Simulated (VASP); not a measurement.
Runs of VASP 6.6.1 on Hf. The structure is that of space group P6/mmm (No. 191), or close to it. The cells are those of the table. 

```csv
cell,k mesh,gap on the mesh (eV),pressure (GPa)
"a = 5.172, b = 5.172, c = 3.208 Å, angles 90.0, 90.0, 120.0°, 3 atoms",8 × 8 × 11,none,-7.2
"a = 4.973, b = 4.973, c = 3.084 Å, angles 90.0, 90.0, 120.0°, 3 atoms",8 × 8 × 11,none,(b)
"a = 5.041, b = 5.041, c = 3.127 Å, angles 90.0, 90.0, 120.0°, 3 atoms",8 × 8 × 11,none,-0.4
"a = 5.041, b = 5.041, c = 3.127 Å, angles 90.0, 90.0, 120.0°, 3 atoms",10 × 10 × 13,none,-0.4
"a = 5.108, b = 5.108, c = 3.168 Å, angles 90.0, 90.0, 120.0°, 3 atoms",8 × 8 × 11,none,-4.1
"a = 5.236, b = 5.236, c = 3.247 Å, angles 90.0, 90.0, 120.0°, 3 atoms",8 × 8 × 11,none,(a)
"a = 4.903, b = 4.903, c = 3.041 Å, angles 90.0, 90.0, 120.0°, 3 atoms",8 × 8 × 11,none,9.3
"a = 4.831, b = 4.831, c = 2.996 Å, angles 90.0, 90.0, 120.0°, 3 atoms",8 × 8 × 11,none,15.7
```

Alike in all rows: task single point; level RPBE; potentials or basis VASP PAW PBE potentials, release 64 (Hf_pv); no spin polarisation; cutoff (eV) 520; smearing fermi-dirac 0.1 eV.

Task: Estimate the missing entries.

Result: (a) -9.7; (b) 4.0.

Caveats: the PAW data sets were made with another functional, which shifts forces and pressure a little; spin-orbit coupling is left out, which moves the levels of the heavy elements.

A k mesh can miss the band edges, and the runs leave out spin-orbit coupling on Hf.

A gap of «none» marks levels without a gap at the run's occupations.
